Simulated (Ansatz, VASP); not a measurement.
One calculation of TiSi2, two programs

INCAR

```
ALGO = Normal
EDIFF = 1E-6
ENCUT = 520
GGA = PE
ISIF = 2
ISMEAR = 0
LASPH = T
LCHARG = T
LELF = T
LREAL = F
LVHAR = T
LWAVE = F
NBANDS = 29
NELM = 80
PREC = Accurate
SIGMA = 0.1
```

Contents of KPOINTS:

```
k-points
0
Gamma
  8 8 8
```

File POSCAR:

```
TiSi2
1.0
    4.7827940929      0.0000000000      0.0000000000
   -2.3669914019      4.1560162462      0.0000000000
    1.2079013455      2.0780081231      4.2801839307
Ti Si
2 4
Direct
    0.5000000000      0.5000000000      0.0000000000
    0.2500000000      0.7500000000      0.5000000000
    0.1630629673      0.8369370327      0.0000000000
    0.8369370327      0.1630629673      0.0000000000
    0.9130629673      0.0869370327      0.5000000000
    0.5869370327      0.4130629673      0.5000000000
```

Input for Ansatz:

```yaml
crystal:
  lattice:
    - [4.7827940929, 0.0, 0.0]
    - [-2.3669914019, 4.1560162462, 0.0]
    - [1.2079013455, 2.0780081231, 4.2801839307]
  atoms:
    - { symbol: Ti, position: [0.5, 0.5, 0.0] }
    - { symbol: Ti, position: [0.25, 0.75, 0.5] }
    - { symbol: Si, position: [0.1630629673, 0.8369370327, 0.0] }
    - { symbol: Si, position: [0.8369370327, 0.1630629673, 0.0] }
    - { symbol: Si, position: [0.9130629673, 0.0869370327, 0.5] }
    - { symbol: Si, position: [0.5869370327, 0.4130629673, 0.5] }
basis:
  ecutwfc: 420
kpoints:
  mp_grid: { grid: [8, 8, 8] }
hamiltonian:
  xc: pbe
scf:
  occupations: { method: gaussian, width: 0.1 }
output:
  forces: true
  stress: true
  eigenvalues: true
```

Alike in both runs: task single point; functional PBE; k mesh 8 × 8 × 8; occupations gaussian, width 0.1 eV; no spin polarisation.

```csv
,VASP,Ansatz
version,VASP 6.6.1,Ansatz 0.2.0
potentials or method,"VASP PAW PBE potentials, release 64 (Ti_sv, Si), cutoff 520 eV","scalar-relativistic, plane waves, PAW"
valence electrons in the cell,40,40
```

```tsv
	VASP	Ansatz	Ansatz less VASP
gap on the k mesh at the Fermi level (eV)	none	none	-
pressure (GPa)	0.0	0.0	0.00
traceless stress, the component that is largest in VASP (GPa)	0.17	0.17	+0.001
```

A gap of «none» marks a metal or a gap that the smearing closes. The functional is the same, so the differences come from potentials, cutoffs and numerics.
